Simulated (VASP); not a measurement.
# CsCaF3 (P4/mmm) in VASP: notebook, part 3 of 3

VASP 6.6.1. Earlier steps stand in the parts before.

### Step 5. Single point, LDA (strain +0.015 along x and y, +0.000 along z)

The input, INCAR:

```
SYSTEM = CsCaF3
  PREC = Accurate
  ENCUT = 520
  EDIFF = 1E-6
  ISMEAR = 0
  SIGMA = 0.05
  LREAL = .FALSE.
  LASPH = .TRUE.
  NELM = 100
  ALGO = Normal
  ISIF = 2
  LWAVE = .FALSE.
  LCHARG = .FALSE.
  GGA = CA
  NBANDS = 28
```

The input, KPOINTS:

```
Automatic mesh
0
G
  6 6 6
  0 0 0
```

The input, POSCAR:

```
CsCaF3
1.0
    4.5883389954      0.0000000000      0.0000000000
    0.0000000000      4.5883389954      0.0000000000
    0.0000000000      0.0000000000      4.5205310300
Cs Ca F
1 1 3
Direct
    0.0000000000      0.0000000000      0.0000000000
    0.5000000000      0.5000000000      0.5000000000
    0.0000000000      0.5000000000      0.5000000000
    0.5000000000      0.0000000000      0.5000000000
    0.5000000000      0.5000000000      0.0000000000
```

Potentials or basis: VASP PAW LDA potentials, release 64 (Cs_sv, Ca_sv, F).

On the command line:

```console
> cat potpaw_LDA.64/Cs_sv/POTCAR potpaw_LDA.64/Ca_sv/POTCAR potpaw_LDA.64/F/POTCAR > POTCAR
> mpirun -np 1 vasp_std > vasp.out
```

OUTCAR:

```text
SYSTEM = CsCaF3
   PREC = Accurate
   ENCUT = 520
   EDIFF = 1E-6
   ISMEAR = 0
   LREAL = .FALSE.
   LASPH = .TRUE.
   NELM = 100
   ISIF = 2
   GGA = CA

 ion  position               nearest neighbor table
   1  0.000  0.000  0.000-
   2  0.500  0.500  0.500-   5 2.26   5 2.26   3 2.29   4 2.29   4 2.29   3 2.29
   3  0.000  0.500  0.500-   2 2.29   2 2.29
   4  0.500  0.000  0.500-   2 2.29   2 2.29
   5  0.500  0.500  0.000-   2 2.26   2 2.26

  LATTYP: Found a simple tetragonal cell.
 ALAT       =     4.5883389954
 C/A-ratio  =     0.9852216749

  Lattice vectors:

 A1 = (   4.5883389954,   0.0000000000,   0.0000000000)
 A2 = (   0.0000000000,   4.5883389954,   0.0000000000)
 A3 = (   0.0000000000,   0.0000000000,   4.5205310300)

Analysis of symmetry for initial positions (statically):
=====================================================================
 Subroutine PRICEL returns:
 Original cell was already a primitive cell.

 Routine SETGRP: Setting up the symmetry group for a
 simple tetragonal supercell.

 Subroutine GETGRP returns: Found 16 space group operations
 (whereof 16 operations were pure point group operations)
 out of a pool of 16 trial point group operations.

The static configuration has the point symmetry D_4h.

Analysis of symmetry for dynamics (positions and initial velocities):
=====================================================================
 Subroutine PRICEL returns:
 Original cell was already a primitive cell.

 Routine SETGRP: Setting up the symmetry group for a
 simple tetragonal supercell.

 Subroutine GETGRP returns: Found 16 space group operations
 (whereof 16 operations were pure point group operations)
 out of a pool of 16 trial point group operations.

The dynamic configuration has the point symmetry D_4h.

 Subroutine INISYM returns: Found 16 space group operations
 (whereof 16 operations are pure point group operations),
 and found     1 'primitive' translations

----------------------------------------------------------------------------------------

                                     Primitive cell

  volume of cell :      95.1701

  direct lattice vectors                    reciprocal lattice vectors
     4.588338995  0.000000000  0.000000000     0.217943792  0.000000000  0.000000000
     0.000000000  4.588338995  0.000000000     0.000000000  0.217943792  0.000000000
     0.000000000  0.000000000  4.520531030     0.000000000  0.000000000  0.221212949

  length of vectors
     4.588338995  4.588338995  4.520531030     0.217943792  0.217943792  0.221212949

  position of ions in fractional coordinates (direct lattice)
     0.000000000  0.000000000  0.000000000
     0.500000000  0.500000000  0.500000000
     0.000000000  0.500000000  0.500000000
     0.500000000  0.000000000  0.500000000
     0.500000000  0.500000000  0.000000000

  ion indices of the primitive-cell ions
   primitive index   ion index
                 1           1
                 2           2
                 3           3
                 4           4
                 5           5

----------------------------------------------------------------------------------------

 KPOINTS: Automatic mesh

Automatic generation of k-mesh.
[... 24 lines left out ...]
  0.166667  0.000000  0.000000      4.000000
  0.333333  0.000000  0.000000      4.000000
  0.500000  0.000000  0.000000      2.000000
  0.166667  0.166667  0.000000      4.000000
  0.333333  0.166667  0.000000      8.000000
[... 16 lines left out ...]
  0.333333  0.000000  0.333333      8.000000
  0.500000  0.000000  0.333333      4.000000
 [... further k-points ...]
   k-points           NKPTS =     40   k-points in BZ     NKDIM =     40   number of bands    NBANDS=     28
   number of dos      NEDOS =    301   number of ions     NIONS =      5
   total plane-waves  NPLWV =  46656
   dimension x,y,z NGX =    36 NGY =   36 NGZ =   36
   dimension x,y,z NGXF=    72 NGYF=   72 NGZF=   72
   ions per type =               1   1   3
   NGX,Y,Z   is equivalent  to a cutoff of  13.04, 13.04, 13.24 a.u.
   NGXF,Y,Z  is equivalent  to a cutoff of  26.09, 26.09, 26.48 a.u.
 SYSTEM =  CsCaF3
   PREC   = accura    normal or accurate (medium, high low for compatibility)
   ISTART =      0    job   : 0-new  1-cont  2-samecut
   ICHARG =      2    charge: 1-file 2-atom 10-const
   ISPIN  =      1    spin polarized calculation?
   LNONCOLLINEAR =      F non collinear calculations
   LSORBIT =      F    spin-orbit coupling
   LASPH  =      T    aspherical Exc in radial PAW
   ENCUT  =  520.0 eV  38.22 Ry    6.18 a.u.   8.53  8.53  8.41*2*pi/ulx,y,z
   NELM   =    100;   NELMIN=  2; NELMDL= -5     # of ELM steps
   EDIFF  = 0.1E-05   stopping-criterion for ELM
   LREAL  =      F    real-space projection
   EDIFFG = 0.1E-04   stopping-criterion for IOM
   NSW    =      0    number of steps for IOM
   IBRION =     -1    ionic relax: 0-MD 1-quasi-New 2-CG
   NFREE  =      0    steps in history (QN), initial steepest desc. (CG)
   ISIF   =      2    stress and relaxation
   ISYM   =      2    0-nonsym 1-usesym 2-fastsym
   POTIM  = 0.5000    time-step for ionic-motion
   TEBEG  =    0.0;   TEEND  =   0.0 temperature during run
   PSTRESS=    0.0 pullay stress
   NELECT =      40.0000    total number of electrons
   NUPDOWN=      -1.0000    fix difference up-down
   EMIN   =  10.00;   EMAX   =-10.00  energy-range for DOS
   EFERMI =   0.00;   METHOD = LEGACY
   ISMEAR =     0;   SIGMA  =   0.05  broadening in eV -4-tet -1-fermi 0-gaus
   EFERMI_NEDOS =   21; number of points for ismear=-14 and -15
   IALGO  =     38    algorithm
   IMIX   =      4    mixing-type and parameters
     AMIX     =   0.40;   BMIX     =  1.00
     AMIX_MAG =   1.60;   BMIX_MAG =  1.00
  volume/ion in A,a.u.               =      19.03       128.45
  Fermi-wavevector in a.u.,A,eV,Ry     =   1.226294  2.317360 20.460407  1.503797
  Thomas-Fermi vector in A             =   2.361300
   LORBIT       =      0    0 simple, 1 ext, 2 COOP (PROOUT), +10 PAW based schemes
   GGA     = CA    functional components
   LHFCALC =     F    Hartree Fock is set to
   AEXX    =    0.0000 exact exchange contribution
   IVDW    =     0    specifies the selected vdW correction
   LEPSILON=     F    determine dielectric tensor
   LRPA    =     F    only Hartree local field effects (RPA)
 non-spin polarized calculation
 Gauss-broadening in eV      SIGMA  =   0.05
  energy-cutoff  :      520.00
  volume of cell :       95.17
 maximum number of plane-waves:      2577
 NGX is ok and might be reduce to    36
   NGX = 17   NGY = 17   NGZ = 17

 number of electron      40.0000039 magnetization

 Free energy of the ion-electron system (eV)
  ---------------------------------------------------
  ext. energy  EPLUGINS =         0.00000000
  ---------------------------------------------------
  free energy    TOTEN  =       -27.83223244 eV

  energy without entropy =      -27.83223244  energy(sigma->0) =      -27.83223244

 E-fermi :  -1.8084     XC(G=0):  -9.5234

 val. band max:       -2.1392386295   @ k =   0.5000   0.5000   0.5000
 cond. band min:       4.4768327063   @ k =   0.0000   0.0000   0.0000
 fundamental gap:      6.6160713359
 Fermi energy:        -1.8083548220

 k-point     1 :       0.0000    0.0000    0.0000
  band No.  band energies     occupation
      1     -37.3926      2.00000
      2     -20.9477      2.00000
      3     -20.7431      2.00000
      4     -20.6961      2.00000
      5     -19.3192      2.00000
      6     -18.8198      2.00000
[... 733 lines left out ...]
     27       8.9592      0.00000
     28       9.1259      0.00000

 [... further k-points ...]

------------------------ aborting loop because EDIFF is reached ----------------------------------------

  FORCE on cell =-STRESS in cart. coord.  units (eV):
  Direction    XX          YY          ZZ          XY          YZ          ZX
  --------------------------------------------------------------------------------------
  -------------------------------------------------------------------------------------
  Total       -3.2245896     -3.2245896     -2.6441713      0.0000000     -0.0000000      0.0000000
  in kB      -54.2855926    -54.2855926    -44.5143184      0.0000000     -0.0000000      0.0000000
  external PRESSURE =     -51.0285012 kB  Pullay stress =       0.0000000 kB

 VOLUME and BASIS-vectors are now :
 -----------------------------------------------------------------------------
  energy-cutoff  :      520.00
  volume of cell :       95.17
      direct lattice vectors                 reciprocal lattice vectors
     4.588338995  0.000000000  0.000000000     0.217943792  0.000000000  0.000000000
     0.000000000  4.588338995  0.000000000     0.000000000  0.217943792  0.000000000
     0.000000000  0.000000000  4.520531030     0.000000000  0.000000000  0.221212949

 POSITION                                       TOTAL-FORCE (eV/Angst)
 -----------------------------------------------------------------------------------
      0.00000      0.00000      0.00000         0.000000      0.000000      0.000000
      2.29417      2.29417      2.26027         0.000000      0.000000      0.000000
      0.00000      2.29417      2.26027         0.000000      0.000000      0.000000
      2.29417      0.00000      2.26027         0.000000      0.000000      0.000000
      2.29417      2.29417      0.00000         0.000000      0.000000      0.000000
 -----------------------------------------------------------------------------------
    total drift:                                0.000000      0.000000      0.000000

  FREE ENERGIE OF THE ION-ELECTRON SYSTEM (eV)
  ---------------------------------------------------
  free  energy   TOTEN  =       -27.8322324432 eV

  energy  without entropy=      -27.8322324432  energy(sigma->0) =      -27.83223244
```

OSZICAR:

```text
N       E                     dE             d eps       ncg     rms          rms(c)
DAV:   1     0.344068690942E+03    0.34407E+03   -0.21543E+04  2240   0.138E+03
DAV:   2    -0.657930121002E+01   -0.35065E+03   -0.34108E+03  2728   0.349E+02
DAV:   3    -0.293775802583E+02   -0.22798E+02   -0.22724E+02  2684   0.923E+01
DAV:   4    -0.306176516597E+02   -0.12401E+01   -0.12378E+01  4260   0.130E+01
DAV:   5    -0.306232068356E+02   -0.55552E-02   -0.55550E-02  2696   0.833E-01    0.969E+00
DAV:   6    -0.279974141539E+02    0.26258E+01   -0.10608E+01  2472   0.238E+01    0.373E+00
DAV:   7    -0.279273033145E+02    0.70111E-01   -0.12402E+00  2964   0.623E+00    0.222E+00
DAV:   8    -0.278434727907E+02    0.83831E-01   -0.17861E-01  2876   0.351E+00    0.576E-01
DAV:   9    -0.278321346976E+02    0.11338E-01   -0.52466E-02  3016   0.140E+00    0.175E-01
DAV:  10    -0.278322727802E+02   -0.13808E-03   -0.43841E-03  2616   0.439E-01    0.314E-02
DAV:  11    -0.278322358264E+02    0.36954E-04   -0.19075E-04  3120   0.915E-02    0.144E-02
DAV:  12    -0.278322325731E+02    0.32532E-05   -0.33376E-05  3192   0.477E-02    0.714E-03
DAV:  13    -0.278322324432E+02    0.12991E-06   -0.28796E-06  2908   0.108E-02
   1 F= -.27832232E+02 E0= -.27832232E+02  d E =-.489161E-22
```

Run time: 2.4 min. Hardware: 1 thread of Intel Xeon 8259CL, shared host; peak memory 0.24 GiB.

Results:

| Item | Value |
| --- | --- |
| Free energy | -27.8322 eV |
| Pressure | -5.1 GPa |
| Band gap on the k mesh | 6.62 eV (least direct gap 6.65 eV) |

Levels at points of the mesh, in eV from the valence-band top:
```csv
k point,band 17,band 18,band 19,band 20,band 21,band 22,band 23,band 24
"(0.00, 0.00, 0.00)",-0.35,-0.05,-0.05,-0.03,6.62,7.89,7.93,8.23
"(0.50, 0.00, 0.00)",-0.37,-0.36,-0.27,-0.26,8.33,8.73,8.85,9.28
"(0.50, 0.50, 0.00)",-0.54,-0.26,-0.26,-0.01,8.48,8.84,8.84,8.93
"(0.00, 0.00, 0.50)",-0.46,-0.46,-0.26,-0.26,8.36,8.70,8.95,9.34
"(0.50, 0.00, 0.50)",-0.53,-0.17,-0.17,-0.02,8.44,8.79,8.84,8.98
"(0.50, 0.50, 0.50)",-0.45,0.00,0.00,0.00,8.64,8.66,8.66,9.78
```

Caveat: the cell differs from its parent crystal (strain +0.015 along x and y, +0.000 along z); the cell stands under tension; spin-orbit coupling is left out, which moves the levels of the heavy elements. A k mesh can miss the band edges.

### Step 6. The runs side by side

```tsv
cell	gap on the mesh (eV)	pressure (GPa)
a = 4.588, b = 4.588, c = 4.385 Å, 5 atoms	6.78	-3.6
a = 4.521, b = 4.521, c = 4.588 Å, 5 atoms	6.71	-4.5
a = 4.521, b = 4.521, c = 4.656 Å, 5 atoms	6.60	-5.0
a = 4.588, b = 4.588, c = 4.521 Å, 5 atoms	6.62	-5.1
```

Alike in all rows: task single point; level LDA; potentials or basis VASP PAW LDA potentials, release 64 (Cs_sv, Ca_sv, F); no spin polarisation; k mesh 6 × 6 × 6; cutoff (eV) 520; smearing gaussian 0.05 eV.

Caveats: the cell stands under tension; spin-orbit coupling is left out, which moves the levels of the heavy elements.

Total energies depend on the potentials used, so only differences within one code and one set of settings carry meaning.
